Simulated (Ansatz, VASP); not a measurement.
## Be3Zn2Se5 in VASP and in Ansatz

```xyz
10
Lattice="-3.8062 0.0000 0.0000 0.0000 0.0000 5.3885 1.9031 9.5900 -2.6942" Properties=species:S:1:pos:R:3 pbc="T T T"
Be   -1.9031    1.7763    2.6812
Be    0.0000    0.0000    5.3541
Be    0.0000    7.8137   -0.0131
Zn   -1.9031    5.8383    2.6948
Zn    0.0000    3.7517    0.0005
Se   -1.9031    3.6785    1.5133
Se   -1.9031    7.8340    1.2514
Se    0.0000    1.7560    3.9457
Se    0.0000    5.9115   -1.1809
Se   -1.9031    0.0000    1.2657
```

Alike in both runs: task single point; functional PBE; k mesh 4 × 4 × 4; occupations gaussian, width 0.1 eV; no spin polarisation.

```csv
,VASP,Ansatz
version,VASP 6.6.1,Ansatz 0.2.0
potentials or method,"VASP PAW PBE potentials, release 64 (Be, Zn, Se), cutoff 520 eV","scalar-relativistic, plane waves, PAW"
valence electrons in the cell,60,110
```

|  | VASP | Ansatz | Ansatz less VASP |
| --- | --- | --- | --- |
| gap on the k mesh at the Fermi level (eV) | 2.36 | 2.37 | +0.009 |
| least direct gap on the mesh (eV) | 2.36 | 2.37 | +0.009 |
| pressure (GPa) | 0.3 | 0.1 | -0.21 |
| traceless stress, the component that is largest in VASP (GPa) | 0.29 | 0.29 | +0.002 |
| rms of the force components (eV/Å) | 0.009 | 0.005 | -0.0040 |

Atom by atom the forces differ by 0.004 eV/Å (rms over components). VASP's potentials hold 60 valence electrons a cell and Ansatz's 110, so a difference there can come from the potentials and not from the codes.

The k mesh is coarse, so the values compare programs but aren't converged.
